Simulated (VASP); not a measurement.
Input of a VASP 6.6.1 run:

File INCAR:

```
SYSTEM = C
ALGO = Normal
EDIFF = 1E-6
EDIFFG = -0.03
ENCUT = 600
GGA = PS
IBRION = 2
ISIF = 3
ISMEAR = -1
LASPH = .TRUE.
LCHARG = .FALSE.
LREAL = .FALSE.
LWAVE = .FALSE.
NELM = 100
NSW = 50
PREC = Accurate
SIGMA = 0.05
```

The input KPOINTS:

```
k-points
0
G
  12 12 12
  0 0 0
```

POSCAR

```
C
1.0
    1.2280300000      0.7090000000      3.3470100000
   -1.2280300000      0.7090000000      3.3470100000
    0.0000000000     -1.4180100000      3.3470100000
C
2
Direct
    0.8360000000      0.8360000000      0.8360000000
    0.1640000000      0.1640000000      0.1640000000
```

Potentials or basis: VASP PAW PBE potentials, release 64 (C).

Command:

```bash
$ cat potpaw_PBE.64/C/POTCAR > POTCAR
$ mpirun -np 1 vasp_std > vasp.out
```

Question: Estimate the relaxed cell.

Answer: a = 3.777 Å, b = 3.777 Å, c = 3.777 Å, α = 38.02°, β = 38.02°, γ = 38.02°.

Question: Estimate the band gap on the k mesh.

Answer: 0.52 eV, direct.

Question: Predict the relaxed volume.

Answer: 9.18 Å³/atom.

Question: Estimate the space group after relaxing (to 0.05 Å).

Answer: R-3m (No. 166).

Forces on the atoms (eV/Å):
```
C    0.000  0.000  0.004
C    0.000  0.000 -0.004
```

Caveat: the PAW data sets were made with another functional, which shifts forces and pressure a little. A k mesh can miss the band edges.
